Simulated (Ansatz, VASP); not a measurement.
## SnO: VASP beside Ansatz

```xyz
2
Lattice="3.1319 0.0000 0.0000 0.0000 3.1319 0.0000 0.0000 0.0000 3.1319" Properties=species:S:1:pos:R:3 pbc="T T T"
Sn    0.0000    0.0000    0.0000
O     1.5660    1.5660    1.5660
```

Alike in both runs: task single point; functional PBE-based screened hybrid; k mesh 5 × 5 × 5; occupations fermi-dirac, width 0.05 eV; no spin polarisation.

|  | VASP | Ansatz |
| --- | --- | --- |
| version | VASP 6.6.1 | Ansatz 0.2.0 |
| potentials or method | VASP PAW PBE potentials, release 64 (Sn_d, O) | Ansatz PAW |
| plane-wave cutoff (eV) | 520 | 420 |
| valence electrons in the cell | 20 | 20 |

|  | VASP | Ansatz | Ansatz less VASP |
| --- | --- | --- | --- |
| gap on the k mesh at the Fermi level (eV) | 2.12 | 2.12 | 0.000 |
| least direct gap on the mesh (eV) | 2.60 | 2.60 | 0.000 |
| pressure (GPa) | -4.4 | -4.5 | -0.13 |

VASP's potentials were made for PBE, not for PBE-based screened hybrid.

Noted on Ansatz's run: odd divisions of the mesh miss points on the zone boundary, where band edges often lie, so the gap on the mesh can be too wide.
